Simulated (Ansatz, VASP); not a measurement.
# One calculation of B5N, two programs

```
CELL_PARAMETERS angstrom
2.02730 -3.59579 0.00000
2.02730 3.59579 0.00000
0.00000 0.00000 4.55444
ATOMIC_POSITIONS crystal
B 0.15625 0.43120 0.50000
B 0.84375 0.56880 0.50000
B 0.56880 0.84375 0.50000
B 0.43120 0.15625 0.50000
B 0.00000 0.00000 0.00000
N 0.00000 0.00000 0.50000
```

Alike in both runs: functional PBE; k mesh 10 × 10 × 8; occupations gaussian, width 0.1 eV; no spin polarisation.

Ansatz relaxed the structure, and its values are those at the end. VASP's run is a single point on that final structure, the one shown.

```csv
,VASP,Ansatz
version,VASP 6.6.1,Ansatz 0.2.0
potentials or method,"VASP PAW PBE potentials, release 64 (B, N), cutoff 520 eV","scalar-relativistic, plane waves, PAW"
valence electrons in the cell,20,20
```

```csv
,VASP,Ansatz,Ansatz less VASP
gap on the k mesh at the Fermi level (eV),none,none,-
pressure (GPa),0.0,0.0,+0.02
```

A gap of «none» marks a metal or a gap that the smearing closes.
